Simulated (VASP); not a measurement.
# CdTe (F-43m) in VASP: single point with PBE

Aim: the single point of CdTe with PBE.

Program: VASP 6.6.1. These are calculated values, not measurements. Logs are shortened: lines on timing, memory, paths and dates and some standing lists are left out, and cuts for length are marked.

## (1) The cell of the first run

The structure is cubic, space group F-43m (No. 216). Conventional cell: a = 6.619 Å, b = 6.619 Å, c = 6.619 Å, α = 90.00°, β = 90.00°, γ = 90.00°. Cd (site symmetry -43m) has 4 Te at 2.87 Å within 3.8 Å. Te (site symmetry -43m) has 4 Cd at 2.87 Å within 3.8 Å.

## (2) Single point, PBE

The input, INCAR:

```
SYSTEM = CdTe
PREC = Accurate ; ENCUT = 500
EDIFF = 1E-6 ; ISMEAR = 0
SIGMA = 0.01 ; LREAL = .False.
LASPH = .True. ; NELM = 120
ALGO = Normal ; ISIF = 2
LWAVE = .False. ; LCHARG = .True.
GGA = PE ; LELF = .True.
LVHAR = .True. ; NBANDS = 16
GGA_COMPAT = .False.
```

The input, KPOINTS:

```
Automatic mesh
0
Gamma
  10 10 10
  0 0 0
```

The input, POSCAR:

```
CdTe
1.0
    0.0000000000      3.3096311549      3.3096311549
    3.3096311549      0.0000000000      3.3096311549
    3.3096311549      3.3096311549      0.0000000000
Cd Te
1 1
Direct
    0.0000000000      0.0000000000      0.0000000000
    0.7500000000      0.7500000000      0.7500000000
```

Potentials or basis: VASP PAW PBE potentials, release 64 (Cd, Te).

Command:

```console
> cat potpaw_PBE.64/Cd/POTCAR potpaw_PBE.64/Te/POTCAR > POTCAR
> mpirun -np 1 vasp_std > vasp.out
```

OUTCAR:

```text
SYSTEM = CdTe
   PREC = Accurate
   ENCUT = 500
   EDIFF = 1E-6
   ISMEAR = 0
   LREAL = .False.
   LASPH = .True.
   NELM = 120
   ISIF = 2
   GGA = PE

 ion  position               nearest neighbor table
   1  0.000  0.000  0.000-   2 2.87   2 2.87   2 2.87   2 2.87
   2  0.750  0.750  0.750-   1 2.87   1 2.87   1 2.87   1 2.87

  LATTYP: Found a face centered cubic cell.
 ALAT       =     6.6192623098

  Lattice vectors:

 A1 = (   0.0000000000,   3.3096311549,   3.3096311549)
 A2 = (   3.3096311549,   0.0000000000,   3.3096311549)
 A3 = (   3.3096311549,   3.3096311549,   0.0000000000)

Analysis of symmetry for initial positions (statically):
=====================================================================
 Subroutine PRICEL returns:
 Original cell was already a primitive cell.

 Routine SETGRP: Setting up the symmetry group for a
 face centered cubic supercell.

 Subroutine GETGRP returns: Found 24 space group operations
 (whereof 24 operations were pure point group operations)
 out of a pool of 48 trial point group operations.

The static configuration has the point symmetry T_d .

Analysis of symmetry for dynamics (positions and initial velocities):
=====================================================================
 Subroutine PRICEL returns:
 Original cell was already a primitive cell.

 Routine SETGRP: Setting up the symmetry group for a
 face centered cubic supercell.

 Subroutine GETGRP returns: Found 24 space group operations
 (whereof 24 operations were pure point group operations)
 out of a pool of 48 trial point group operations.

The dynamic configuration has the point symmetry T_d .

 Subroutine INISYM returns: Found 24 space group operations
 (whereof 24 operations are pure point group operations),
 and found     1 'primitive' translations

----------------------------------------------------------------------------------------

                                     Primitive cell

  volume of cell :      72.5051

  direct lattice vectors                    reciprocal lattice vectors
     0.000000000  3.309631155  3.309631155    -0.151074237  0.151074237  0.151074237
     3.309631155  0.000000000  3.309631155     0.151074237 -0.151074237  0.151074237
     3.309631155  3.309631155  0.000000000     0.151074237  0.151074237 -0.151074237

  length of vectors
     4.680525266  4.680525266  4.680525266     0.261668253  0.261668253  0.261668253

  position of ions in fractional coordinates (direct lattice)
     0.000000000  0.000000000  0.000000000
     0.750000000  0.750000000  0.750000000

  ion indices of the primitive-cell ions
   primitive index   ion index
                 1           1
                 2           2

----------------------------------------------------------------------------------------

 KPOINTS: Automatic mesh

Automatic generation of k-mesh.
 Grid dimensions read from file:
 generate k-points for:   10   10   10

 Generating k-lattice:

  Cartesian coordinates                     Fractional coordinates (reciprocal lattice)
    -0.015107424  0.015107424  0.015107424     0.100000000  0.000000000  0.000000000
     0.015107424 -0.015107424  0.015107424     0.000000000  0.100000000  0.000000000
     0.015107424  0.015107424 -0.015107424     0.000000000  0.000000000  0.100000000

  Length of vectors
     0.026166825  0.026166825  0.026166825

  Shift w.r.t. Gamma in fractional coordinates (k-lattice)
     0.000000000  0.000000000  0.000000000

 Subroutine IBZKPT returns following result:
 ===========================================

 Found     47 irreducible k-points:

 Following reciprocal coordinates:
            Coordinates               Weight
  0.000000  0.000000  0.000000      1.000000
  0.100000  0.000000  0.000000      8.000000
  0.200000  0.000000  0.000000      8.000000
  0.300000  0.000000  0.000000      8.000000
  0.400000  0.000000  0.000000      8.000000
  0.500000  0.000000  0.000000      4.000000
[... 16 lines left out ...]
  0.300000  0.300000  0.000000      6.000000
  0.400000  0.300000  0.000000     24.000000
 [... further k-points ...]
   k-points           NKPTS =     47   k-points in BZ     NKDIM =     47   number of bands    NBANDS=     16
   number of dos      NEDOS =    301   number of ions     NIONS =      2
   total plane-waves  NPLWV =  46656
   dimension x,y,z NGX =    36 NGY =   36 NGZ =   36
   dimension x,y,z NGXF=    72 NGYF=   72 NGZF=   72
   ions per type =               1   1
   NGX,Y,Z   is equivalent  to a cutoff of  12.79, 12.79, 12.79 a.u.
   NGXF,Y,Z  is equivalent  to a cutoff of  25.57, 25.57, 25.57 a.u.
 SYSTEM =  CdTe
   PREC   = accura    normal or accurate (medium, high low for compatibility)
   ISTART =      0    job   : 0-new  1-cont  2-samecut
   ICHARG =      2    charge: 1-file 2-atom 10-const
   ISPIN  =      1    spin polarized calculation?
   LNONCOLLINEAR =      F non collinear calculations
   LSORBIT =      F    spin-orbit coupling
   LASPH  =      T    aspherical Exc in radial PAW
   ENCUT  =  500.0 eV  36.75 Ry    6.06 a.u.   8.53  8.53  8.53*2*pi/ulx,y,z
   NELM   =    120;   NELMIN=  2; NELMDL= -5     # of ELM steps
   EDIFF  = 0.1E-05   stopping-criterion for ELM
   LREAL  =      F    real-space projection
   EDIFFG = 0.1E-04   stopping-criterion for IOM
   NSW    =      0    number of steps for IOM
   IBRION =     -1    ionic relax: 0-MD 1-quasi-New 2-CG
   NFREE  =      0    steps in history (QN), initial steepest desc. (CG)
   ISIF   =      2    stress and relaxation
   ISYM   =      2    0-nonsym 1-usesym 2-fastsym
   POTIM  = 0.5000    time-step for ionic-motion
   TEBEG  =    0.0;   TEEND  =   0.0 temperature during run
   PSTRESS=    0.0 pullay stress
   NELECT =      18.0000    total number of electrons
   NUPDOWN=      -1.0000    fix difference up-down
   EMIN   =  10.00;   EMAX   =-10.00  energy-range for DOS
   EFERMI =   0.00;   METHOD = LEGACY
   ISMEAR =     0;   SIGMA  =   0.01  broadening in eV -4-tet -1-fermi 0-gaus
   EFERMI_NEDOS =   21; number of points for ismear=-14 and -15
   IALGO  =     38    algorithm
   IMIX   =      4    mixing-type and parameters
     AMIX     =   0.40;   BMIX     =  1.00
     AMIX_MAG =   1.60;   BMIX_MAG =  1.00
  volume/ion in A,a.u.               =      36.25       244.64
  Fermi-wavevector in a.u.,A,eV,Ry     =   1.028907  1.944352 14.403799  1.058649
  Thomas-Fermi vector in A             =   2.162927
   LORBIT       =      0    0 simple, 1 ext, 2 COOP (PROOUT), +10 PAW based schemes
   GGA     = PE    functional components
   LHFCALC =     F    Hartree Fock is set to
   AEXX    =    0.0000 exact exchange contribution
   IVDW    =     0    specifies the selected vdW correction
   LEPSILON=     F    determine dielectric tensor
   LRPA    =     F    only Hartree local field effects (RPA)
 non-spin polarized calculation
 Gauss-broadening in eV      SIGMA  =   0.01
  energy-cutoff  :      500.00
  volume of cell :       72.51
 maximum number of plane-waves:      1856
 NGX is ok and might be reduce to    36
   NGX = 17   NGY = 17   NGZ = 17

 number of electron      18.0000006 magnetization

 Free energy of the ion-electron system (eV)
  ---------------------------------------------------
  ext. energy  EPLUGINS =         0.00000000
  ---------------------------------------------------
  free energy    TOTEN  =        -4.81279980 eV

  energy without entropy =       -4.81279980  energy(sigma->0) =       -4.81279980

 E-fermi :   1.8963     XC(G=0):  -8.3074

 val. band max:        1.7923802624   @ k =   0.0000   0.0000   0.0000
 cond. band min:       2.3742108265   @ k =   0.0000   0.0000   0.0000
 fundamental gap:      0.5818305640
 Fermi energy:         1.8962622119

 k-point     1 :       0.0000    0.0000    0.0000
  band No.  band energies     occupation
      1      -9.0393      2.00000
      2      -6.2946      2.00000
      3      -6.2946      2.00000
      4      -6.2946      2.00000
      5      -6.0781      2.00000
      6      -6.0781      2.00000
[... 8 lines left out ...]
     15      11.0387      0.00000
     16      11.0387      0.00000

 k-point     2 :       0.1000    0.0000    0.0000
  band No.  band energies     occupation
      1      -9.0066      2.00000
      2      -6.2886      2.00000
      3      -6.2886      2.00000
      4      -6.2677      2.00000
      5      -6.0786      2.00000
      6      -6.0786      2.00000
[... 8 lines left out ...]
     15      10.5308      0.00000
     16      10.5308      0.00000

 k-point     3 :       0.2000    0.0000    0.0000
  band No.  band energies     occupation
      1      -8.9209      2.00000
      2      -6.2736      2.00000
      3      -6.2736      2.00000
      4      -6.1819      2.00000
      5      -6.0788      2.00000
      6      -6.0788      2.00000
[... 8 lines left out ...]
     15      10.1677      0.00000
     16      10.1990      0.00000

 k-point     4 :       0.3000    0.0000    0.0000
  band No.  band energies     occupation
      1      -8.8154      2.00000
      2      -6.2571      2.00000
      3      -6.2571      2.00000
      4      -6.0768      2.00000
      5      -6.0768      2.00000
      6      -6.0338      2.00000
[... 8 lines left out ...]
     15      10.3891      0.00000
     16      10.3891      0.00000
[... 324 lines left out ...]
 k-point    22 :      -0.2000    0.2000    0.0000
  band No.  band energies     occupation
      1      -8.7801      2.00000
      2      -6.2491      2.00000
      3      -6.2387      2.00000
      4      -6.0860      2.00000
      5      -6.0851      2.00000
      6      -5.9808      2.00000
[... 8 lines left out ...]
     15      11.2020      0.00000
     16      11.8645      0.00000

 k-point    23 :       0.3000    0.3000    0.0000
  band No.  band energies     occupation
      1      -8.7441      2.00000
      2      -6.2098      2.00000
      3      -6.2098      2.00000
      4      -6.1434      2.00000
      5      -6.0613      2.00000
      6      -5.9654      2.00000
[... 8 lines left out ...]
     15      11.7811      0.00000
     16      13.0179      0.00000

 k-point    24 :       0.4000    0.3000    0.0000
  band No.  band energies     occupation
      1      -8.6794      2.00000
      2      -6.1993      2.00000
      3      -6.1931      2.00000
      4      -6.1370      2.00000
      5      -6.0590      2.00000
      6      -5.8425      2.00000
[... 8 lines left out ...]
     15      12.1601      0.00000
     16      13.2112      0.00000

 [... further k-points ...]

------------------------ aborting loop because EDIFF is reached ----------------------------------------

  FORCE on cell =-STRESS in cart. coord.  units (eV):
  Direction    XX          YY          ZZ          XY          YZ          ZX
  --------------------------------------------------------------------------------------
  -------------------------------------------------------------------------------------
  Total        0.0434021      0.0434021      0.0434021     -0.0000000     -0.0000000      0.0000000
  in kB        0.9590747      0.9590747      0.9590747     -0.0000000     -0.0000000      0.0000000
  external PRESSURE =       0.9590747 kB  Pullay stress =       0.0000000 kB

 VOLUME and BASIS-vectors are now :
 -----------------------------------------------------------------------------
  energy-cutoff  :      500.00
  volume of cell :       72.51
      direct lattice vectors                 reciprocal lattice vectors
     0.000000000  3.309631155  3.309631155    -0.151074237  0.151074237  0.151074237
     3.309631155  0.000000000  3.309631155     0.151074237 -0.151074237  0.151074237
     3.309631155  3.309631155  0.000000000     0.151074237  0.151074237 -0.151074237

 POSITION                                       TOTAL-FORCE (eV/Angst)
 -----------------------------------------------------------------------------------
      0.00000      0.00000      0.00000        -0.000000     -0.000000     -0.000000
      4.96445      4.96445      4.96445         0.000000      0.000000      0.000000
 -----------------------------------------------------------------------------------
    total drift:                               -0.000000     -0.000000      0.000000

  FREE ENERGIE OF THE ION-ELECTRON SYSTEM (eV)
  ---------------------------------------------------
  free  energy   TOTEN  =        -4.8127998037 eV

  energy  without entropy=       -4.8127998037  energy(sigma->0) =       -4.81279980
```

Run time: 37 s. Hardware: 1 thread of Intel Xeon Platinum 8259CL at 2.50GHz (Skylake/Cascade Lake), shared host; peak memory 0.23 GiB.

Results:

| Property | Result |
| --- | --- |
| Free energy | -4.8128 eV |
| Pressure | 0.1 GPa |
| Band gap on the k mesh | 0.58 eV |

Levels at points of the mesh, in eV from the valence-band top:
```csv
k point,band 5,band 6,band 7,band 8,band 9,band 10,band 11,band 12,band 13,band 14
"(0.00, 0.00, 0.00)",-7.87,-7.87,0.00,0.00,0.00,0.58,4.64,4.64,4.64,7.38
"(0.50, 0.00, 0.00)",-7.86,-7.57,-4.08,-0.69,-0.69,1.75,5.21,5.21,7.01,8.44
"(0.50, 0.50, 0.00)",-7.84,-7.45,-4.01,-1.66,-1.66,2.67,2.74,8.51,8.81,8.81
```

Caveat: spin-orbit coupling is left out, which moves the levels of the heavy elements.
